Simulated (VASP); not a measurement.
# Ti (Immm) in VASP: further runs, part 2 of 2

VASP 6.6.1. Earlier steps stand in the parts before.

## 3. Single point, PBEsol (strain +0.0625 x Voigt [0, 0, 0, 0, 0, 1])

INCAR reads:

```
SYSTEM = Ti
ALGO = Fast
EDIFF = 1E-6
ENCUT = 520
GGA = PS
ISIF = 2
ISMEAR = 0
LASPH = .TRUE.
LCHARG = .TRUE.
LELF = .TRUE.
LREAL = .FALSE.
LVHAR = .TRUE.
LWAVE = .FALSE.
NBANDS = 12
NELM = 100
PREC = Accurate
SIGMA = 0.15
```

KPOINTS reads:

```
k-points
0
G
  20 20 20
  0 0 0
```

POSCAR reads:

```
Ti
1.0
    0.0634375000      2.0300000000      2.0300000000
    2.0300000000      0.0634375000      2.0300000000
    2.0934375000      2.0934375000      0.0000000000
Ti
1
Direct
    0.0000000000      0.0000000000      0.0000000000
```

Potentials or basis: VASP PAW PBE potentials, release 64 (Ti_sv).

Command:

```sh
> cat potpaw_PBE.64/Ti_sv/POTCAR > POTCAR
> mpirun -np 1 vasp_std > vasp.out
```

Wall time 4.9 min (1 thread of Intel Xeon Platinum 8488C (Sapphire Rapids), shared host); peak memory 0.33 GiB.

The run converged. Its results:

- Free energy: -8.2807 eV
- Pressure: -0.4 GPa
- Band gap on the k mesh: zero (band 6 reaches 9.28 eV, above the bottom of band 7 at 8.07 eV)

Stress tensor (GPa, compression positive):
```
-0.34 -3.64  0.00
-3.64 -0.34  0.00
 0.00  0.00 -0.57
```

Levels at points of the mesh, in eV from the Fermi level:
```tsv
k point	band 4	band 5	band 6	band 7	band 8	band 9
(0.00, 0.00, 0.00)	-32.27	-6.19	0.57	0.83	1.24	2.64
(0.50, 0.00, 0.00)	-32.44	-2.66	0.43	0.96	1.04	3.67
(0.50, 0.50, 0.00)	-32.51	-2.73	-1.83	3.01	3.75	4.06
(0.00, 0.00, 0.50)	-32.37	-2.72	0.47	0.56	1.11	3.55
(0.50, 0.00, 0.50)	-32.59	-2.72	-1.82	3.04	3.66	4.04
```

Caveat: the cell differs from its parent crystal (strain +0.0625 x Voigt [0, 0, 0, 0, 0, 1]); the PAW data sets were made with another functional, which shifts forces and pressure a little.

## 4. Single point, PBEsol (strain +0.0375 x Voigt [0, 0, 0, 0, 0, 1])

INCAR reads:

```
SYSTEM = Ti
PREC = Accurate
ENCUT = 520
EDIFF = 1E-6
ISMEAR = 0
SIGMA = 0.15
LREAL = .FALSE.
LASPH = .TRUE.
NELM = 100
ALGO = Fast
ISIF = 2
LWAVE = .FALSE.
LCHARG = .FALSE.
GGA = PS
NBANDS = 12
```

KPOINTS reads:

```
Automatic mesh
0
G
  20 20 20
  0 0 0
```

POSCAR reads:

```
Ti
1.0
    0.0380625000      2.0300000000      2.0300000000
    2.0300000000      0.0380625000      2.0300000000
    2.0680625000      2.0680625000      0.0000000000
Ti
1
Direct
    0.0000000000      0.0000000000      0.0000000000
```

Command:

```sh
> cat potpaw_PBE.64/Ti_sv/POTCAR > POTCAR
> mpirun -np 1 vasp_std > vasp.out
```

Run time: 4.7 min. Hardware: 1 thread of Intel Xeon Platinum 8488C (Sapphire Rapids), shared host; peak memory 0.34 GiB.

Results (log left out):

```
Free energy            : -8.2883 eV
Pressure               : -0.5 GPa
Band gap on the k mesh : zero (band 6 reaches 9.29 eV, above the bottom of band 7 at 8.09 eV)
```

Stress tensor (GPa, compression positive):
```
-0.48 -2.23  0.00
-2.23 -0.48  0.00
 0.00  0.00 -0.57
```

Levels at points of the mesh, in eV from the Fermi level:
| k point | band 3 | band 4 | band 5 | band 6 | band 7 | band 8 | band 9 | band 10 |
| --- | --- | --- | --- | --- | --- | --- | --- | --- |
| (0.00, 0.00, 0.00) | -32.32 | -32.30 | -6.19 | 0.70 | 0.87 | 1.10 | 2.62 | 2.62 |
| (0.50, 0.00, 0.00) | -32.44 | -32.43 | -2.66 | 0.56 | 0.89 | 0.92 | 3.70 | 3.86 |
| (0.50, 0.50, 0.00) | -32.63 | -32.55 | -2.72 | -1.82 | 3.01 | 3.74 | 4.06 | 4.06 |
| (0.00, 0.00, 0.50) | -32.41 | -32.39 | -2.70 | 0.57 | 0.64 | 0.97 | 3.63 | 3.81 |
| (0.50, 0.00, 0.50) | -32.59 | -32.59 | -2.72 | -1.82 | 3.02 | 3.70 | 4.05 | 4.09 |

Caveat: the cell differs from its parent crystal (strain +0.0375 x Voigt [0, 0, 0, 0, 0, 1]); the PAW data sets were made with another functional, which shifts forces and pressure a little.

## 5. Single point, PBEsol (strain +0.0125 x Voigt [0, 0, 0, 0, 0, 1])

INCAR reads:

```
ALGO     = Fast           # electronic algorithm
EDIFF    = 1E-6           # SCF threshold, eV
ENCUT    = 520            # plane-wave cutoff, eV
GGA      = PS             # functional
ISIF     = 2              # what is computed and relaxed
ISMEAR   = 0              # smearing method
LASPH    = True           # aspherical terms in the spheres
LCHARG   = False          # write CHGCAR
LREAL    = False          # projectors in reciprocal space
LWAVE    = False          # write WAVECAR
NBANDS   = 12             # bands
NELM     = 80             # most SCF steps
PREC     = Accurate       # precision mode
SIGMA    = 0.15           # smearing width, eV
```

KPOINTS reads:

```
k-points
0
Gamma
  20 20 20
```

POSCAR reads:

```
Ti
1.0
    0.0126875000      2.0300000000      2.0300000000
    2.0300000000      0.0126875000      2.0300000000
    2.0426875000      2.0426875000      0.0000000000
Ti
1
Direct
    0.0000000000      0.0000000000      0.0000000000
```

Potentials or basis: VASP PAW PBE potentials, release 64 (Ti_sv).

Command:

```sh
> cat potpaw_PBE.64/Ti_sv/POTCAR > POTCAR
> mpirun -np 1 vasp_std > vasp.out
```

OUTCAR:

```text
EDIFF = 1E-6
   ENCUT = 520
   GGA = PS
   ISIF = 2
   ISMEAR = 0
   LASPH = True
   LREAL = False
   NELM = 80
   PREC = Accurate

 ion  position               nearest neighbor table
   1  0.000  0.000  0.000-

  LATTYP: Found a body centered orthorhombic cell.
 ALAT       =     2.8529106970
 B/A-ratio  =     1.0125786164
 C/A-ratio  =     1.4231079873

  Lattice vectors:

 A1 = (   2.0300000000,   0.0126875000,  -2.0300000000)
 A2 = (  -2.0300000000,  -0.0126875000,  -2.0300000000)
[... 534 lines left out ...]
      5       5.4745      2.00000
      6       8.5932      0.36204
      7       9.3957      0.00000
      8       9.4156      0.00000
      9      11.6378      0.00000
     10      12.1018      0.00000
     11      18.9202      0.00000
     12      23.7776      0.00000

 [... further k-points ...]
[... 5 lines left out ...]
  --------------------------------------------------------------------------------------
  -------------------------------------------------------------------------------------
  Total       -0.0580925     -0.0580925     -0.0589730     -0.0781968      0.0000000      0.0000000
  in kB       -5.5632663     -5.5632663     -5.6475847     -7.4885658      0.0000000      0.0000000
  external PRESSURE =      -5.5913724 kB  Pullay stress =       0.0000000 kB

 VOLUME and BASIS-vectors are now :
 -----------------------------------------------------------------------------
  energy-cutoff  :      520.00
  volume of cell :       16.73
      direct lattice vectors                 reciprocal lattice vectors
     0.012687500  2.030000000  2.030000000    -0.247854509  0.247854509  0.246305419
     2.030000000  0.012687500  2.030000000     0.247854509 -0.247854509  0.246305419
     2.042687500  2.042687500  0.000000000     0.244775571  0.244775571 -0.246305419

 POSITION                                       TOTAL-FORCE (eV/Angst)
 -----------------------------------------------------------------------------------
      0.00000      0.00000      0.00000        -0.000000      0.000000      0.000000
 -----------------------------------------------------------------------------------
    total drift:                               -0.000000      0.000000      0.000000

  FREE ENERGIE OF THE ION-ELECTRON SYSTEM (eV)
  ---------------------------------------------------
  free  energy   TOTEN  =        -8.2922102667 eV

  energy  without entropy=       -8.2735866350  energy(sigma->0) =       -8.28289845
```

Run time: 5.1 min. Hardware: 1 thread of Intel Xeon Platinum 8488C (Sapphire Rapids), shared host; peak memory 0.34 GiB.

What came out:

```yaml
Free_energy: -8.2922 eV
Pressure: -0.6 GPa
Band_gap_on_the_k_mesh: zero (band 6 reaches 9.36 eV, above the bottom of band 7 at 8.10 eV)
```

Caveat: the cell differs from its parent crystal (strain +0.0125 x Voigt [0, 0, 0, 0, 0, 1]); the PAW data sets were made with another functional, which shifts forces and pressure a little.

## 6. Summary

```csv
cell,gap on the mesh (eV),pressure (GPa)
"a = 2.871, b = 2.871, c = 2.907 Å, angles 59.6, 59.6, 59.2°, 1 atom",none,-0.5
"a = 2.872, b = 2.872, c = 2.961 Å, angles 59.0, 59.0, 57.9°, 1 atom",none,-0.4
"a = 2.871, b = 2.871, c = 2.925 Å, angles 59.4, 59.4, 58.8°, 1 atom",none,-0.5
"a = 2.871, b = 2.871, c = 2.889 Å, angles 59.8, 59.8, 59.6°, 1 atom",none,-0.6
```

Alike in all rows: task single point; level PBEsol; potentials or basis VASP PAW PBE potentials, release 64 (Ti_sv); no spin polarisation; k mesh 20 × 20 × 20; cutoff (eV) 520; smearing gaussian 0.15 eV.

Caveats: the PAW data sets were made with another functional, which shifts forces and pressure a little.

Total energies depend on the potentials used, so only differences within one code and one set of settings carry meaning.
